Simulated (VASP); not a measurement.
Write the native input for VASP 6.6.1 that does the following.

```
Task                   : electric field gradients
Functional             : PBEsol
Potentials or basis    : VASP PAW PBE potentials, release 64 (Ag, Cl)
Cutoff                 : 520 eV
k mesh                 : 9 × 9 × 9
Occupations            : fermi-dirac, width 0.01 eV
Spin                   : no spin polarisation
Dipole correction      : no
Further INCAR settings : ALGO = Normal; EDIFF = 1e-08; NBANDS = 16
```

The structure of AgCl lies in POSCAR:

```
AgCl
1.0
    3.4339730000      0.0000000000      0.0000000000
    0.0000000000      3.4339730000      0.0000000000
    0.0000000000      0.0000000000      3.5026524600
Ag Cl
1 1
Direct
    0.0000000000      0.0000000000      0.0000000000
    0.5000000000      0.5000000000      0.5000000000
```

This cell differs from its parent crystal: zz strain of +2 %.

These files were run (other wordings do the same):

INCAR

```
SYSTEM = AgCl
PREC = Accurate
ENCUT = 520
EDIFF = 1E-8
ISMEAR = -1
SIGMA = 0.01
LREAL = .False.
LASPH = .True.
NELM = 100
ALGO = Normal
ISIF = 2
LWAVE = .False.
LCHARG = .False.
GGA = PS
LEFG = .True.
NBANDS = 16
```

KPOINTS

```
Automatic mesh
0
Gamma
  9 9 9
  0 0 0
```

Potentials or basis: VASP PAW PBE potentials, release 64 (Ag, Cl).

The run is started by

```sh
$ cat potpaw_PBE.64/Ag/POTCAR potpaw_PBE.64/Cl/POTCAR > POTCAR
$ mpirun -np 1 vasp_std > vasp.out
```

Results of the run:

```json
{
  "Pressure": "-5.4 GPa",
  "Band gap on the k mesh": "0.42 eV, indirect (least direct gap 1.80 eV)"
}
```

Caveat: the cell differs from its parent crystal (zz strain of +2 %); without QUAD_EFG the Cq values of the log hold for a quadrupole moment of 1 mb, not for the nuclei; the PAW data sets were made with another functional, which shifts forces and pressure a little.

It used 56 s of CPU time on 1 thread of AMD EPYC 7R13 Processor (Zen 3), with other jobs on the host.
